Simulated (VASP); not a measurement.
A run of VASP 6.6.1:

File INCAR:

```
SYSTEM = Ge
  ALGO = Normal
  EDIFF = 1E-6
  ENCUT = 520
  ISIF = 2
  ISMEAR = 0
  LASPH = .True.
  LCHARG = .False.
  LREAL = .False.
  LWAVE = .False.
  NBANDS = 21
  NELM = 80
  PREC = Accurate
  SIGMA = 0.05
```

The input KPOINTS:

```
k-points
0
Gamma
  14 14 14
  0 0 0
```

The input POSCAR:

```
Ge
1.0
    0.0000000000      2.8300000000      2.8300000000
    2.8300000000      0.0000000000      2.8300000000
    2.8300000000      2.8300000000      0.0000000000
Ge
2
Direct
    0.5000000000      0.5000000000      0.5000000000
    0.7500000000      0.7500000000      0.7500000000
```

Potentials or basis: VASP PAW LDA potentials, release 64 (Ge_d).

Command:

```bash
$ cat potpaw_LDA.64/Ge_d/POTCAR > POTCAR
$ mpirun -np 1 vasp_std > vasp.out
```

Hardware: 1 thread of AMD EPYC 9R45 96-Core Processor (Zen 5), with other jobs on the host.

How long does it take, and how much memory?

It took 49 s on 1 thread of AMD EPYC 9R45 96-Core Processor (Zen 5), with other jobs on the host, peak memory 0.17 GiB. Counts: scf iterations 11, k points 104.
